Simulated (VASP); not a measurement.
Ge: single point with r2SCAN

The system is Ge.

```
CELL_PARAMETERS angstrom
-2.49726 2.49726 1.37645
2.49726 -2.49726 1.37645
2.49726 2.49726 -1.37645
ATOMIC_POSITIONS crystal
Ge 0.25000 0.75000 0.50000
Ge 0.50000 0.50000 0.00000
```

This cell differs from its parent crystal: strain -0.030 along x and y, -0.015 along z.

```json
{
 "Program": "VASP 6.6.1",
 "Task": "single point",
 "Functional": "r2SCAN",
 "Potentials or basis": "VASP PAW PBE potentials, release 64 (Ge_d)",
 "Cutoff": "520 eV",
 "k mesh": "20 × 20 × 20",
 "Occupations": "gaussian, width 0.15 eV",
 "Spin": "no spin polarisation",
 "Dipole correction": "no",
 "Further INCAR settings": "ALGO = Normal; EDIFF = 1e-06; NBANDS = 21"
}
```

- Pressure: 7.6 GPa
- Band gap on the k mesh: zero (bands 14 and 15 overlap by 6.03 eV)

Levels at points of the mesh, in eV from the Fermi level:
```csv
k point,band 12,band 13,band 14,band 15,band 16,band 17
"(0.00, 0.00, 0.00)",-3.64,-2.72,-2.72,3.62,8.66,8.66
"(0.50, 0.00, 0.00)",-7.11,-2.54,-2.35,-1.75,2.63,4.07
"(0.50, 0.50, 0.00)",-11.55,0.62,0.62,2.53,2.53,8.17
"(0.50, 0.50, 0.50)",-9.46,-6.70,-6.70,6.48,6.48,12.83
```

It took 11 min on 1 thread of Intel(R) Xeon(R) 6975P-C (Granite Rapids), with other jobs on the host, peak memory 0.45 GiB.

Caveat: the cell differs from its parent crystal (strain -0.030 along x and y, -0.015 along z); the cell stands under pressure; the PAW data sets were made with another functional, which shifts forces and pressure a little.
